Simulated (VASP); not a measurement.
# Ge in VASP: notebook

Ge is run at these levels: PBEsol+D4; tasks: single point.

Program: VASP 6.6.1. These are calculated values, not measurements. Logs are shortened: lines on timing, memory, paths and dates and some standing lists are left out, and cuts for length are marked.

### Step 1. The cell of the first run

The cell holds a sheet with vacuum, 2 atoms: a = 4.030 Å, b = 4.030 Å, c = 14.680 Å, α = 90.00°, β = 90.00°, γ = 120.00°.

### Step 2. Single point, PBEsol+D4

File INCAR:

```
SYSTEM = Ge
  PREC = Accurate
  ENCUT = 410
  EDIFF = 1E-6
  ISMEAR = 0
  SIGMA = 0.03
  LREAL = .False.
  LASPH = .True.
  NELM = 120
  ALGO = Normal
  ISIF = 2
  LWAVE = .False.
  LCHARG = .False.
  LDIPOL = .True.
  IDIPOL = 3
  DIPOL = 0.5 0.5 0.500
  GGA = PS
  IVDW = 13
  NBANDS = 21
  GGA_COMPAT = .False.
  NELMDL = -8
```

File KPOINTS:

```
Automatic mesh
0
Gamma
  12 12 1
  0 0 0
```

File POSCAR:

```
Ge
1.0
    4.0300000000      0.0000000000      0.0000000000
   -2.0150000000      3.4900823773      0.0000000000
    0.0000000000      0.0000000000     14.6800000000
Ge
2
Direct
    0.3333330000      0.6666670000      0.4768392371
    0.6666670000      0.3333330000      0.5231607629
```

Potentials or basis: VASP PAW PBE potentials, release 64 (Ge_d).

Run with:

```console
$ cat potpaw_PBE.64/Ge_d/POTCAR > POTCAR
$ mpirun -np 1 vasp_std > vasp.out
```

OUTCAR:

```text
SYSTEM = Ge
   PREC = Accurate
   ENCUT = 410
   EDIFF = 1E-6
   ISMEAR = 0
   LREAL = .False.
   LASPH = .True.
   NELM = 120
   ISIF = 2
   GGA = PS
   IVDW = 13
   NELMDL = -8

 ion  position               nearest neighbor table
   1  0.333  0.667  0.477-   2 2.42   2 2.42   2 2.42
   2  0.667  0.333  0.523-   1 2.42   1 2.42   1 2.42

  LATTYP: Found a hexagonal cell.
 ALAT       =     4.0300000000
 C/A-ratio  =     3.6426799007

  Lattice vectors:

 A1 = (   4.0300000000,   0.0000000000,   0.0000000000)
 A2 = (  -2.0150000000,   3.4900823773,   0.0000000000)
 A3 = (   0.0000000000,   0.0000000000,  14.6800000000)

Analysis of symmetry for initial positions (statically):
=====================================================================
 Subroutine PRICEL returns:
 Original cell was already a primitive cell.

 Routine SETGRP: Setting up the symmetry group for a
 hexagonal supercell.

 Subroutine GETGRP returns: Found 12 space group operations
 (whereof 12 operations were pure point group operations)
 out of a pool of 24 trial point group operations.

The static configuration has the point symmetry D_3d.

Analysis of symmetry for dynamics (positions and initial velocities):
=====================================================================
 Subroutine PRICEL returns:
 Original cell was already a primitive cell.

 Routine SETGRP: Setting up the symmetry group for a
 hexagonal supercell.

 Subroutine GETGRP returns: Found 12 space group operations
 (whereof 12 operations were pure point group operations)
 out of a pool of 24 trial point group operations.

The dynamic configuration has the point symmetry D_3d.

 Subroutine INISYM returns: Found 12 space group operations
 (whereof 12 operations are pure point group operations),
 and found     1 'primitive' translations

----------------------------------------------------------------------------------------

                                     Primitive cell

  volume of cell :     206.4747

  direct lattice vectors                    reciprocal lattice vectors
     4.030000000  0.000000000  0.000000000     0.248138958  0.143263094  0.000000000
    -2.015000000  3.490082377  0.000000000     0.000000000  0.286526188  0.000000000
     0.000000000  0.000000000 14.680000000     0.000000000  0.000000000  0.068119891

  length of vectors
     4.030000000  4.030000000 14.680000000     0.286526188  0.286526188  0.068119891

  position of ions in fractional coordinates (direct lattice)
     0.333333000  0.666667000  0.476839237
     0.666667000  0.333333000  0.523160763

  ion indices of the primitive-cell ions
   primitive index   ion index
                 1           1
                 2           2

----------------------------------------------------------------------------------------

 KPOINTS: Automatic mesh

Automatic generation of k-mesh.
 Grid dimensions read from file:
 generate k-points for:   12   12    1

 Generating k-lattice:

  Cartesian coordinates                     Fractional coordinates (reciprocal lattice)
     0.020678246  0.011938591  0.000000000     0.083333333 -0.000000000  0.000000000
     0.000000000  0.023877182  0.000000000     0.000000000  0.083333333  0.000000000
     0.000000000  0.000000000  0.068119891     0.000000000  0.000000000  1.000000000

  Length of vectors
     0.023877182  0.023877182  0.068119891

  Shift w.r.t. Gamma in fractional coordinates (k-lattice)
     0.000000000  0.000000000  0.000000000

 Subroutine IBZKPT returns following result:
 ===========================================

 Found     19 irreducible k-points:

 Following reciprocal coordinates:
            Coordinates               Weight
  0.000000  0.000000  0.000000      1.000000
  0.083333  0.000000  0.000000      6.000000
  0.166667  0.000000  0.000000      6.000000
  0.250000  0.000000  0.000000      6.000000
  0.333333 -0.000000  0.000000      6.000000
  0.416667  0.000000  0.000000      6.000000
[... 11 lines left out ...]
  0.333333  0.250000  0.000000     12.000000
  0.333333  0.333333  0.000000      2.000000
   k-points           NKPTS =     19   k-points in BZ     NKDIM =     19   number of bands    NBANDS=     21
   number of dos      NEDOS =    301   number of ions     NIONS =      2
   total plane-waves  NPLWV =  76832
   dimension x,y,z NGX =    28 NGY =   28 NGZ =   98
   dimension x,y,z NGXF=    56 NGYF=   56 NGZF=  196
   ions per type =               2
   NGX,Y,Z   is equivalent  to a cutoff of  11.55, 11.55, 11.10 a.u.
   NGXF,Y,Z  is equivalent  to a cutoff of  23.10, 23.10, 22.20 a.u.
 SYSTEM =  Ge
   PREC   = accura    normal or accurate (medium, high low for compatibility)
   ISTART =      0    job   : 0-new  1-cont  2-samecut
   ICHARG =      2    charge: 1-file 2-atom 10-const
   ISPIN  =      1    spin polarized calculation?
   LNONCOLLINEAR =      F non collinear calculations
   LSORBIT =      F    spin-orbit coupling
   LASPH  =      T    aspherical Exc in radial PAW
   ENCUT  =  410.0 eV  30.13 Ry    5.49 a.u.   6.65  6.65 24.24*2*pi/ulx,y,z
   NELM   =    120;   NELMIN=  2; NELMDL= -8     # of ELM steps
   EDIFF  = 0.1E-05   stopping-criterion for ELM
   LREAL  =      F    real-space projection
   EDIFFG = 0.1E-04   stopping-criterion for IOM
   NSW    =      0    number of steps for IOM
   IBRION =     -1    ionic relax: 0-MD 1-quasi-New 2-CG
   NFREE  =      0    steps in history (QN), initial steepest desc. (CG)
   ISIF   =      2    stress and relaxation
   ISYM   =      2    0-nonsym 1-usesym 2-fastsym
   POTIM  = 0.5000    time-step for ionic-motion
   TEBEG  =    0.0;   TEEND  =   0.0 temperature during run
   PSTRESS=    0.0 pullay stress
   NELECT =      28.0000    total number of electrons
   NUPDOWN=      -1.0000    fix difference up-down
   EMIN   =  10.00;   EMAX   =-10.00  energy-range for DOS
   EFERMI =   0.00;   METHOD = LEGACY
   ISMEAR =     0;   SIGMA  =   0.03  broadening in eV -4-tet -1-fermi 0-gaus
   EFERMI_NEDOS =   21; number of points for ismear=-14 and -15
   IALGO  =     38    algorithm
   IMIX   =      4    mixing-type and parameters
     AMIX     =   0.40;   BMIX     =  1.00
     AMIX_MAG =   1.60;   BMIX_MAG =  1.00
  volume/ion in A,a.u.               =     103.24       696.68
  Fermi-wavevector in a.u.,A,eV,Ry     =   0.841082  1.589415  9.625030  0.707420
  Thomas-Fermi vector in A             =   1.955569
   LORBIT       =      0    0 simple, 1 ext, 2 COOP (PROOUT), +10 PAW based schemes
   GGA     = PS    functional components
   LHFCALC =     F    Hartree Fock is set to
   AEXX    =    0.0000 exact exchange contribution
   IVDW    =    13    specifies the selected vdW correction
   LEPSILON=     F    determine dielectric tensor
   LRPA    =     F    only Hartree local field effects (RPA)
 non-spin polarized calculation
 Gauss-broadening in eV      SIGMA  =   0.03
  energy-cutoff  :      410.00
  volume of cell :      206.47
 maximum number of plane-waves:      3925
 NGX is ok and might be reduce to    28
   NGX = 13   NGY = 13   NGZ = 49

 number of electron      27.9999971 magnetization

 dipolmoment           0.000000      0.000000     -0.000000 electrons x Angstroem

 Free energy of the ion-electron system (eV)
  ---------------------------------------------------
  ext. energy  EPLUGINS =         0.00000000
  ---------------------------------------------------
  free energy    TOTEN  =        -8.72922797 eV

  energy without entropy =       -8.72875781  energy(sigma->0) =       -8.72899289

 E-fermi :  -2.5453     XC(G=0):  -3.1137

 val. band max:       -2.5452678959   @ k =   0.3333   0.3333   0.0000
 cond. band min:      -2.5452381833   @ k =   0.3333   0.3333   0.0000
 fundamental gap:      0.0000297125
 Fermi energy:        -2.5452530397

 k-point     1 :       0.0000    0.0000    0.0000
  band No.  band energies     occupation
      1     -26.9982      2.00000
      2     -26.9982      2.00000
      3     -26.9481      2.00000
      4     -26.9481      2.00000
      5     -26.9462      2.00000
      6     -26.8755      2.00000
[... 13 lines left out ...]
     20       2.0595      0.00000
     21       3.6165      0.00000

 k-point     2 :       0.0833    0.0000    0.0000
  band No.  band energies     occupation
      1     -27.0023      2.00000
      2     -27.0012      2.00000
      3     -26.9569      2.00000
      4     -26.9440      2.00000
      5     -26.9348      2.00000
      6     -26.8712      2.00000
[... 13 lines left out ...]
     20       2.1250      0.00000
     21       3.5669      0.00000

 k-point     3 :       0.1667    0.0000    0.0000
  band No.  band energies     occupation
      1     -27.0100      2.00000
      2     -27.0073      2.00000
      3     -26.9660      2.00000
      4     -26.9349      2.00000
      5     -26.9219      2.00000
      6     -26.8592      2.00000
[... 13 lines left out ...]
     20       2.3777      0.00000
     21       3.4137      0.00000

 k-point     4 :       0.2500    0.0000    0.0000
  band No.  band energies     occupation
      1     -27.0160      2.00000
      2     -27.0130      2.00000
      3     -26.9757      2.00000
      4     -26.9254      2.00000
      5     -26.9126      2.00000
      6     -26.8423      2.00000
[... 13 lines left out ...]
     20       3.2821      0.00000
     21       3.6473      0.00000

 k-point     5 :       0.3333   -0.0000    0.0000
  band No.  band energies     occupation
      1     -27.0179      2.00000
      2     -27.0168      2.00000
      3     -26.9858      2.00000
      4     -26.9184      2.00000
      5     -26.9083      2.00000
      6     -26.8281      2.00000
[... 13 lines left out ...]
     20       4.0325      0.00000
     21       4.7791      0.00000
[... 262 lines left out ...]
     20       5.2540      0.00000
     21       5.3490      0.00000

 k-point    17 :       0.2500    0.2500    0.0000
  band No.  band energies     occupation
      1     -27.0362      2.00000
      2     -27.0097      2.00000
      3     -26.9962      2.00000
      4     -26.9142      2.00000
      5     -26.8656      2.00000
      6     -26.8428      2.00000
[... 13 lines left out ...]
     20       4.3995      0.00000
     21       4.6499      0.00000

 k-point    18 :       0.3333    0.2500    0.0000
  band No.  band energies     occupation
      1     -27.0407      2.00000
      2     -27.0066      2.00000
      3     -27.0012      2.00000
      4     -26.9086      2.00000
      5     -26.8604      2.00000
      6     -26.8401      2.00000
[... 13 lines left out ...]
     20       4.6333      0.00000
     21       5.2247      0.00000

 k-point    19 :       0.3333    0.3333    0.0000
  band No.  band energies     occupation
      1     -27.0436      2.00000
      2     -27.0041      2.00000
      3     -27.0041      2.00000
      4     -26.9062      2.00000
      5     -26.8431      2.00000
      6     -26.8431      2.00000
[... 13 lines left out ...]
     20       4.3871      0.00000
     21       4.5196      0.00000

------------------------ aborting loop because EDIFF is reached ----------------------------------------

 vacuum level on the upper side and lower side of the slab       (xc-potential included)        -0.101        -0.101

  DFT-D4 for vdW energy calculation

  Edisp (eV):   -0.16891

  FORCE on cell =-STRESS in cart. coord.  units (eV):
  Direction    XX          YY          ZZ          XY          YZ          ZX
  --------------------------------------------------------------------------------------
  -------------------------------------------------------------------------------------
  Total      -0.99948    -0.99948    -0.21991     0.00000     0.00000    -0.00000
  in kB      -7.75564    -7.75564    -1.70640     0.00000     0.00000    -0.00000
  external pressure =       -5.74 kB  Pullay stress =        0.00 kB

 VOLUME and BASIS-vectors are now :
 -----------------------------------------------------------------------------
  energy-cutoff  :      410.00
  volume of cell :      206.47
      direct lattice vectors                 reciprocal lattice vectors
     4.030000000  0.000000000  0.000000000     0.248138958  0.143263094  0.000000000
    -2.015000000  3.490082377  0.000000000     0.000000000  0.286526188  0.000000000
     0.000000000  0.000000000 14.680000000     0.000000000  0.000000000  0.068119891

 POSITION                                       TOTAL-FORCE (eV/Angst)
 -----------------------------------------------------------------------------------
     -0.00000      2.32672      7.00000         0.000000      0.000000      0.146824
      2.01500      1.16336      7.68000        -0.000000      0.000000     -0.146824
 -----------------------------------------------------------------------------------
    total drift:                                0.000000      0.000000      0.000000

  FREE ENERGIE OF THE ION-ELECTRON SYSTEM (eV)
  ---------------------------------------------------
  free  energy   TOTEN  =        -8.8981390421 eV

  energy  without entropy=       -8.8976688842  energy(sigma->0) =       -8.89790396

 vacuum level on the upper side and lower side of the slab         1.918         1.918
```

It took 2.7 min on 1 thread of Intel Xeon 8259CL, shared host; peak memory 0.26 GiB.

What came out:

| Property | Result |
| --- | --- |
| Free energy | -8.8981 eV |
| Largest force | 0.147 eV/Å |
| Band gap on the k mesh | zero (filled and empty bands touch) |
| Dispersion energy per atom | -0.084 eV |

Forces in eV/Å, atoms in the order of the input:
```
Ge   0.000  0.000  0.147
Ge   0.000  0.000 -0.147
```

Caveat: the PAW data sets were made with another functional, which shifts forces and pressure a little.

### Step 3. Single point, PBEsol+D4

This run uses another cell than the first one, of 172.31 Å³/atom, 1.669 times its volume.

File INCAR:

```
SYSTEM = Ge
PREC = Accurate ; ENCUT = 410
EDIFF = 1E-6 ; ISMEAR = 0
SIGMA = 0.03 ; LREAL = .FALSE.
LASPH = .TRUE. ; NELM = 120
ALGO = Normal ; ISIF = 2
LWAVE = .FALSE. ; LCHARG = .TRUE.
LDIPOL = .TRUE. ; IDIPOL = 3
DIPOL = 0.5 0.5 0.292 ; GGA = PS
IVDW = 13 ; LELF = .TRUE.
LVHAR = .TRUE. ; LVACPOTAV = .TRUE.
NBANDS = 21 ; GGA_COMPAT = .FALSE.
NELMDL = -8
```

File KPOINTS:

```
regular mesh
0
G
  12 12 1
  0 0 0
```

File POSCAR:

```
Ge
1.0
    3.9769176296      0.0000000000      0.0000000000
   -1.9884588148      3.4441116960      0.0000000000
    0.0000000000      0.0000000000     25.1599999975
Ge
2
Direct
    0.3333333333      0.6666666667      0.2785967833
    0.6666666667      0.3333333333      0.3048690355
```

Potentials or basis: VASP PAW PBE potentials, release 64 (Ge_d).

Run with:

```console
$ cat potpaw_PBE.64/Ge_d/POTCAR > POTCAR
$ mpirun -np 1 vasp_std > vasp.out
```

OUTCAR:

```text
SYSTEM = Ge
   PREC = Accurate
   ENCUT = 410
   EDIFF = 1E-6
   ISMEAR = 0
   LREAL = .FALSE.
   LASPH = .TRUE.
   NELM = 120
   ISIF = 2
   GGA = PS
   IVDW = 13
   NELMDL = -8

 ion  position               nearest neighbor table
   1  0.333  0.667  0.279-   2 2.39   2 2.39   2 2.39
   2  0.667  0.333  0.305-   1 2.39   1 2.39   1 2.39

  LATTYP: Found a hexagonal cell.
 ALAT       =     3.9769176296
 C/A-ratio  =     6.3265076979

  Lattice vectors:

 A1 = (   3.9769176296,   0.0000000000,   0.0000000000)
[... 642 lines left out ...]

  DFT-D4 for vdW energy calculation

  Edisp (eV):   -0.17268

  FORCE on cell =-STRESS in cart. coord.  units (eV):
  Direction    XX          YY          ZZ          XY          YZ          ZX
  --------------------------------------------------------------------------------------
  -------------------------------------------------------------------------------------
  Total      -0.13174    -0.13174    -0.12079     0.00000     0.00000     0.00000
  in kB      -0.61248    -0.61248    -0.56155     0.00000     0.00000     0.00000
  external pressure =       -0.60 kB  Pullay stress =        0.00 kB

 VOLUME and BASIS-vectors are now :
 -----------------------------------------------------------------------------
  energy-cutoff  :      410.00
  volume of cell :      344.62
      direct lattice vectors                 reciprocal lattice vectors
     3.976917630  0.000000000  0.000000000     0.251451021  0.145175315  0.000000000
    -1.988458815  3.444111696  0.000000000     0.000000000  0.290350630  0.000000000
     0.000000000  0.000000000 25.159999998     0.000000000  0.000000000  0.039745628

 POSITION                                       TOTAL-FORCE (eV/Angst)
 -----------------------------------------------------------------------------------
     -0.00000      2.29607      7.00950        -0.000000      0.000000      0.010915
      1.98846      1.14804      7.67050         0.000000     -0.000000     -0.010915
 -----------------------------------------------------------------------------------
    total drift:                                0.000000      0.000000     -0.000057

  FREE ENERGIE OF THE ION-ELECTRON SYSTEM (eV)
  ---------------------------------------------------
  free  energy   TOTEN  =        -8.9107797163 eV

  energy  without entropy=       -8.9103095583  energy(sigma->0) =       -8.91054464

 vacuum level on the upper side and lower side of the slab         1.196         1.196
```

OSZICAR:

```text
N       E                     dE             d eps       ncg     rms          rms(c)
DAV:   1     0.148501831841E+03    0.14850E+03   -0.13107E+04   950   0.120E+03
DAV:   2     0.741304025255E+01   -0.14109E+03   -0.13804E+03  1083   0.250E+02
DAV:   3    -0.818986024244E+01   -0.15603E+02   -0.15552E+02  1004   0.107E+02
DAV:   4    -0.893059183171E+01   -0.74073E+00   -0.74022E+00  1057   0.261E+01
[... 14 lines left out ...]
DAV:  19    -0.873805371194E+01   -0.63246E-04   -0.29528E-06   756   0.104E-02    0.106E-03
DAV:  20    -0.873808451664E+01   -0.30805E-04   -0.11518E-06   748   0.598E-03    0.523E-04
DAV:  21    -0.873809219755E+01   -0.76809E-05   -0.24648E-07   775   0.350E-03    0.233E-04
DAV:  22    -0.873809661536E+01   -0.44178E-05   -0.11762E-07   766   0.193E-03    0.831E-05
DAV:  23    -0.873809703855E+01   -0.42319E-06   -0.80397E-09   734   0.101E-03
   1 F= -.89107797E+01 E0= -.89105446E+01  d E =-.470158E-03
```

Run time: 4.8 min. Hardware: 1 thread of Intel Xeon 8259CL, shared host; peak memory 0.37 GiB.

What came out:

```
Free energy                : -8.9108 eV
Largest force              : 0.011 eV/Å
Band gap on the k mesh     : zero (filled and empty bands touch)
Dispersion energy per atom : -0.086 eV
```

Forces on the atoms (eV/Å):
```
Ge   0.000  0.000  0.011
Ge   0.000  0.000 -0.011
```

Levels at points of the mesh, in eV from the Fermi level:
```csv
k point,band 10,band 11,band 12,band 13,band 14,band 15,band 16,band 17,band 18,band 19
"(0.00, 0.00, 0.00)",-24.18,-11.54,-3.53,-0.46,-0.46,0.70,2.39,3.95,3.95,4.35
"(0.50, 0.00, 0.00)",-24.12,-9.40,-7.53,-2.09,-1.18,0.69,1.62,5.57,6.49,7.15
```

Caveat: the PAW data sets were made with another functional, which shifts forces and pressure a little.
